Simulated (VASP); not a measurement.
# Nb2SnTe3 (P4mm) in VASP: notebook, part 3 of 3

VASP 6.6.1. Earlier steps stand in the parts before.

## (4) Relaxation of cell and atoms, PBE

Contents of INCAR:

```
SYSTEM = Nb2SnTe3
ALGO = Normal ; EDIFF = 1E-7
EDIFFG = -0.04 ; ENCUT = 600
GGA = PE ; IBRION = 2
ISIF = 3 ; ISMEAR = 0
LASPH = .TRUE. ; LCHARG = .FALSE.
LREAL = .FALSE. ; LWAVE = .FALSE.
NELM = 80 ; NSW = 90
PREC = Accurate ; SIGMA = 0.1
```

Contents of KPOINTS:

```
k-points
0
G
  4 4 2
  0 0 0
```

Contents of POSCAR:

```
Nb2SnTe3
1.0
    4.0962484500      0.0000000000      0.0000000000
    0.0000000000      4.0962484500      0.0000000000
    0.0000000000      0.0000000000      8.6962792300
Nb Sn Te
2 1 3
Direct
    0.5000000000      0.5000000000      0.7286009800
    0.0000000000      0.0000000000      0.2702390000
    0.0000000000      0.0000000000      0.6251500200
    0.5000000000      0.0000000000      0.9985610200
    0.0000000000      0.5000000000      0.9985610200
    0.5000000000      0.5000000000      0.3788870000
```

Potentials or basis: VASP PAW PBE potentials, release 64 (Nb_sv, Sn_d, Te).

Launch:

```console
> cat potpaw_PBE.64/Nb_sv/POTCAR potpaw_PBE.64/Sn_d/POTCAR potpaw_PBE.64/Te/POTCAR > POTCAR
> mpirun -np 1 vasp_std > vasp.out
```

OUTCAR:

```text
SYSTEM = Nb2SnTe3
   EDIFF = 1E-7
   EDIFFG = -0.04
   ENCUT = 600
   GGA = PE
   IBRION = 2
   ISIF = 3
   ISMEAR = 0
   LASPH = .TRUE.
   LREAL = .FALSE.
   NELM = 80
   NSW = 90
   PREC = Accurate

 ion  position               nearest neighbor table
   1  0.500  0.500  0.729-   3 3.03   3 3.03   3 3.03   3 3.03   6 3.04   4 3.12   4 3.12   5 3.12
                             5 3.12
   2  0.000  0.000  0.270-   6 3.05   6 3.05   6 3.05   6 3.05   3 3.09   5 3.13   4 3.13   4 3.13
                             5 3.13
   3  0.000  0.000  0.625-   1 3.03   1 3.03   1 3.03   1 3.03   2 3.09   6 3.60   6 3.60   6 3.60
                             6 3.60
   4  0.500  0.000  0.999-   5 2.90   5 2.90   5 2.90   5 2.90   1 3.12   1 3.12   2 3.13   2 3.13

   5  0.000  0.500  0.999-   4 2.90   4 2.90   4 2.90   4 2.90   1 3.12   1 3.12   2 3.13   2 3.13

   6  0.500  0.500  0.379-   1 3.04   2 3.05   2 3.05   2 3.05   2 3.05   3 3.60   3 3.60   3 3.60
                             3 3.60

  LATTYP: Found a simple tetragonal cell.
 ALAT       =     4.0962484500
 C/A-ratio  =     2.1229862730

  Lattice vectors:

 A1 = (   4.0962484500,   0.0000000000,   0.0000000000)
 A2 = (   0.0000000000,   4.0962484500,   0.0000000000)
 A3 = (   0.0000000000,   0.0000000000,   8.6962792300)

Analysis of symmetry for initial positions (statically):
=====================================================================
 Subroutine PRICEL returns:
 Original cell was already a primitive cell.

 Routine SETGRP: Setting up the symmetry group for a
 simple tetragonal supercell.

 Subroutine GETGRP returns: Found  8 space group operations
 (whereof  8 operations were pure point group operations)
 out of a pool of 16 trial point group operations.

The static configuration has the point symmetry C_4v.

Analysis of symmetry for dynamics (positions and initial velocities):
=====================================================================
 Subroutine PRICEL returns:
 Original cell was already a primitive cell.

 Routine SETGRP: Setting up the symmetry group for a
 simple tetragonal supercell.
[... 124 lines left out ...]
   LORBIT       =      0    0 simple, 1 ext, 2 COOP (PROOUT), +10 PAW based schemes
   GGA     = PE    functional components
   LHFCALC =     F    Hartree Fock is set to
   AEXX    =    0.0000 exact exchange contribution
   IVDW    =     0    specifies the selected vdW correction
   LEPSILON=     F    determine dielectric tensor
   LRPA    =     F    only Hartree local field effects (RPA)
 conjugate gradient relaxation of ions
 non-spin polarized calculation
 Gauss-broadening in eV      SIGMA  =   0.10
  energy-cutoff  :      600.00
  volume of cell :      145.92
 maximum number of plane-waves:      4914
 NGX is ok and might be reduce to    36
   NGX = 17   NGY = 17   NGZ = 35

--------------------------------------- Ionic step        1  -------------------------------------------

 number of electron      58.0000004 magnetization

 Free energy of the ion-electron system (eV)
  ---------------------------------------------------
  ext. energy  EPLUGINS =         0.00000000
  ---------------------------------------------------
  free energy    TOTEN  =       -31.67202697 eV

  energy without entropy =      -31.62389181  energy(sigma->0) =      -31.64795939

------------------------ aborting loop because EDIFF is reached ----------------------------------------

  FORCE on cell =-STRESS in cart. coord.  units (eV):
  Direction    XX          YY          ZZ          XY          YZ          ZX
  --------------------------------------------------------------------------------------
  -------------------------------------------------------------------------------------
  Total        2.8376561      2.8376561     -5.6111022      0.0000000      0.0000000     -0.0000000
  in kB       31.1576210     31.1576210    -61.6102120      0.0000000      0.0000000     -0.0000000
  external PRESSURE =       0.2350100 kB  Pullay stress =       0.0000000 kB
[... 101 lines left out ...]
  FREE ENERGIE OF THE ION-ELECTRON SYSTEM (eV)
  ---------------------------------------------------
  free  energy   TOTEN  =       -31.2696899778 eV

  energy  without entropy=      -31.2574334885  energy(sigma->0) =      -31.26356173

[... ionic steps 4 to 16 ...]

--------------------------------------- Ionic step       17  -------------------------------------------

 number of electron      57.9999994 magnetization

------------------------ aborting loop because EDIFF is reached ----------------------------------------
[... 75 lines left out ...]
--------------------------------------- Ionic step       19  -------------------------------------------

 number of electron      57.9999994 magnetization

 Free energy of the ion-electron system (eV)
  ---------------------------------------------------
  ext. energy  EPLUGINS =         0.00000000
  ---------------------------------------------------
  free energy    TOTEN  =       -32.98359685 eV

  energy without entropy =      -32.96631629  energy(sigma->0) =      -32.97495657

 E-fermi :   9.1649     XC(G=0): -10.6435

 val. band max:        9.1222860749   @ k =   0.0000   0.0000   0.0000
 cond. band min:       9.1755916333   @ k =   0.0000   0.0000   0.0000
 fundamental gap:      0.0533055584
 Fermi energy:         9.1648670313

 k-point     1 :       0.0000    0.0000    0.0000
  band No.  band energies     occupation
      1     -46.2976      2.00000
      2     -46.1736      2.00000
      3     -22.4105      2.00000
      4     -22.4105      2.00000
      5     -22.3327      2.00000
      6     -22.3095      2.00000
[... 466 lines left out ...]
  FREE ENERGIE OF THE ION-ELECTRON SYSTEM (eV)
  ---------------------------------------------------
  free  energy   TOTEN  =       -32.9835968540 eV

  energy  without entropy=      -32.9663162886  energy(sigma->0) =      -32.97495657

 reached required accuracy - stopping structural energy minimisation
```

CONTCAR:

```text
Nb2SnTe3
   1.00000000000000
     4.4334462733926072    0.0000000000000000   -0.0000000000000000
     0.0000000000000000    4.4334462733926072    0.0000000000000000
     0.0000000000000000   -0.0000000000000000    7.5862045118642909
  Nb              Sn              Te
     2     1     3
Direct
     0.5000000000000000    0.5000000000000000    0.7633104913928174
     0.0000000000000000    0.0000000000000000    0.2334120960447338
     0.0000000000000000    0.0000000000000000    0.6250082308728889
     0.5000000000000000    0.0000000000000000    0.9974487439065068
     0.0000000000000000    0.5000000000000000    0.9974487439065068
     0.5000000000000000    0.5000000000000000    0.3833707338765376

  0.00000000E+00  0.00000000E+00  0.00000000E+00
  0.00000000E+00  0.00000000E+00  0.00000000E+00
  0.00000000E+00  0.00000000E+00  0.00000000E+00
  0.00000000E+00  0.00000000E+00  0.00000000E+00
  0.00000000E+00  0.00000000E+00  0.00000000E+00
  0.00000000E+00  0.00000000E+00  0.00000000E+00
```

Run time: 11 min. Hardware: 1 thread of Intel Xeon 6975P-C (Granite Rapids), shared host; peak memory 0.34 GiB.

Results:

```yaml
Free_energy: -32.9836 eV
Relaxed_volume: 24.85 Å³/atom
Relaxed_cell: a = 4.433 Å, b = 4.433 Å, c = 7.586 Å, α = 90.00°, β = 90.00°, γ = 90.00°
Space_group_after_relaxing_to_0.05_Å: P4mm (No. 99)
Energy_gained_by_relaxing: 218.6 meV/atom
Ionic_steps: 19
Pressure_after_relaxing: 0.0 GPa
Largest_force_after_relaxing: 0.014 eV/Å
Band_gap_on_the_k_mesh: zero (band 29 reaches 9.30 eV, above the bottom of band 30 at 9.02 eV)
```

Forces in eV/Å, atoms in the order of the input:
```
Nb   0.000  0.000  0.000
Nb   0.000  0.000 -0.013
Sn   0.000  0.000  0.014
Te   0.000  0.000 -0.002
Te   0.000  0.000 -0.002
Te   0.000  0.000  0.003
```

The path:
```csv
step,energy change (eV),largest force (eV/Å),pressure (GPa),volume (Å³)
1,0.0000,0.7116,0.02,145.92
2,-0.3704,1.2909,-0.29,145.76
3,0.4023,5.4979,8.49,142.41
4,-0.5756,2.0474,0.28,145.35
5,-0.5649,2.9841,2.22,144.45
6,-0.6258,2.4055,0.96,144.99
7,-0.8359,2.3733,0.62,146.08
8,-1.0451,1.3615,1.82,148.72
9,-1.2334,0.1587,-0.72,153.09
10,-1.2344,0.1715,-0.88,153.46
11,-1.2725,0.1742,-0.15,151.44
12,-1.2949,0.3295,1.02,148.57
13,-1.3082,0.1511,-0.27,150.07
14,-1.3083,0.1632,-0.18,149.96
15,-1.3100,0.0944,-0.10,149.66
16,-1.3109,0.0875,0.03,149.15
17,-1.3109,0.0840,0.01,149.21
18,-1.3113,0.0519,-0.01,149.17
19,-1.3116,0.0141,-0.05,149.11
```

Final structure:
```yaml
crystal:
  lattice:
    - [4.43345, 0.00000, 0.00000]
    - [0.00000, 4.43345, 0.00000]
    - [0.00000, 0.00000, 7.58620]
  atoms:
    - { symbol: Nb, position: [0.50000, 0.50000, 0.76331] }
    - { symbol: Nb, position: [0.00000, 0.00000, 0.23341] }
    - { symbol: Sn, position: [0.00000, 0.00000, 0.62501] }
    - { symbol: Te, position: [0.50000, 0.00000, 0.99745] }
    - { symbol: Te, position: [0.00000, 0.50000, 0.99745] }
    - { symbol: Te, position: [0.50000, 0.50000, 0.38337] }
```

Levels at points of the mesh, in eV from the Fermi level:
| k point | band 26 | band 27 | band 28 | band 29 | band 30 | band 31 | band 32 | band 33 |
| --- | --- | --- | --- | --- | --- | --- | --- | --- |
| (0.00, 0.00, 0.00) | -1.24 | -0.80 | -0.39 | -0.04 | 0.01 | 0.44 | 0.75 | 0.75 |
| (0.50, 0.00, 0.00) | -1.54 | -1.34 | -0.89 | -0.71 | 0.39 | 0.58 | 0.68 | 0.83 |
| (0.50, 0.50, 0.00) | -0.96 | -0.96 | -0.44 | -0.34 | 0.24 | 0.28 | 1.03 | 2.13 |
| (0.00, 0.00, 0.50) | -0.73 | -0.73 | -0.35 | -0.04 | 0.12 | 0.29 | 0.65 | 0.65 |
| (0.50, 0.00, 0.50) | -2.12 | -0.92 | -0.85 | -0.51 | 0.19 | 0.57 | 0.68 | 0.84 |
| (0.50, 0.50, 0.50) | -1.11 | -0.89 | -0.44 | -0.34 | 0.38 | 0.41 | 0.62 | 1.93 |

Caveat: the k points lie up to 0.41 Å⁻¹ apart in the final cell; spin-orbit coupling is left out, which moves the levels of the heavy elements.

## (5) Single point, PBE

This run uses another cell than the first one, of 25.01 Å³/atom, 1.028 times its volume.

Contents of INCAR:

```
SYSTEM = Nb2SnTe3
PREC = Accurate
ENCUT = 520
EDIFF = 1E-6
ISMEAR = 0
SIGMA = 0.1
LREAL = .False.
LASPH = .True.
NELM = 60
ALGO = Normal
ISIF = 2
LWAVE = .False.
LCHARG = .False.
GGA = PE
NBANDS = 38
```

Contents of KPOINTS:

```
Automatic mesh
0
Gamma
  8 8 6
  0 0 0
```

Contents of POSCAR:

```
Nb2SnTe3
1.0
    4.4518605432      0.0000000000      0.0000000000
    0.0000000000      4.4518605432      0.0000000000
    0.0000000000      0.0000000000      7.5713803959
Nb Sn Te
2 1 3
Direct
    0.5000000000      0.5000000000      0.7652616899
    0.0000000000      0.0000000000      0.2321916335
    0.0000000000      0.0000000000      0.6222662588
    0.5000000000      0.0000000000      0.9977016004
    0.0000000000      0.5000000000      0.9977016004
    0.5000000000      0.5000000000      0.3848762572
```

Launch:

```console
> cat potpaw_PBE.64/Nb_sv/POTCAR potpaw_PBE.64/Sn_d/POTCAR potpaw_PBE.64/Te/POTCAR > POTCAR
> mpirun -np 1 vasp_std > vasp.out
```

It took 2.5 min on 1 thread of Intel Xeon 6975P-C (Granite Rapids), shared host; peak memory 0.48 GiB.

Results (log left out):

| Quantity | Value |
| --- | --- |
| Free energy | -32.9302 eV |
| Pressure | -0.1 GPa |
| Largest force | 0.007 eV/Å |
| Band gap on the k mesh | zero (band 29 reaches 9.22 eV, above the bottom of band 30 at 8.94 eV) |

Forces in eV/Å, atoms in the order of the input:
```
Nb   0.000  0.000  0.006
Nb   0.000  0.000 -0.007
Sn   0.000  0.000 -0.005
Te   0.000  0.000  0.003
Te   0.000  0.000  0.003
Te   0.000  0.000  0.000
```

Levels at points of the mesh, in eV from the Fermi level:
```
           k point  band 25  band 26  band 27  band 28  band 29  band 30  band 31  band 32  band 33  band 34
(0.00, 0.00, 0.00)    -1.28    -1.28    -0.83    -0.41    -0.01    -0.01     0.43     0.76     0.76     1.46
(0.50, 0.00, 0.00)    -2.55    -1.53    -1.33    -0.90    -0.71     0.35     0.59     0.68     0.77     1.32
(0.50, 0.50, 0.00)    -1.90    -0.95    -0.95    -0.50    -0.42     0.22     0.23     1.01     1.93     2.11
(0.00, 0.00, 0.50)    -1.22    -0.76    -0.76    -0.36    -0.06     0.11     0.33     0.65     0.65     1.83
(0.50, 0.00, 0.50)    -2.62    -2.11    -0.90    -0.86    -0.56     0.16     0.53     0.65     0.82     1.87
(0.50, 0.50, 0.50)    -1.09    -1.09    -0.90    -0.50    -0.42     0.35     0.40     0.57     1.66     1.92
```

Caveat: spin-orbit coupling is left out, which moves the levels of the heavy elements.

## (6) Summary

| task | cell | k mesh | cutoff (eV) | gap on the mesh (eV) | pressure (GPa) | largest force (eV/Å) |
| --- | --- | --- | --- | --- | --- | --- |
| single point | a = 4.096, b = 4.096, c = 8.696 Å, 6 atoms | 4 × 4 × 2 | 520 | none | 0.0 | 0.71 |
| single point | a = 4.438, b = 4.438, c = 7.582 Å, 6 atoms | 4 × 4 × 2 | 520 | none | -0.1 | 0.02 |
| relaxation of cell and atoms | relaxed from a = 4.096, b = 4.096, c = 8.696 Å, 6 atoms | 4 × 4 × 2 | 600 | none | 0.0 | 0.01 |
| single point | a = 4.452, b = 4.452, c = 7.571 Å, 6 atoms | 8 × 8 × 6 | 520 | none | -0.1 | 0.01 |

Alike in all rows: level PBE; potentials or basis VASP PAW PBE potentials, release 64 (Nb_sv, Sn_d, Te); no spin polarisation; smearing gaussian 0.1 eV.

Caveats: some runs use coarse meshes; spin-orbit coupling is left out, which moves the levels of the heavy elements.

Total energies depend on the potentials used, so only differences within one code and one set of settings carry meaning.
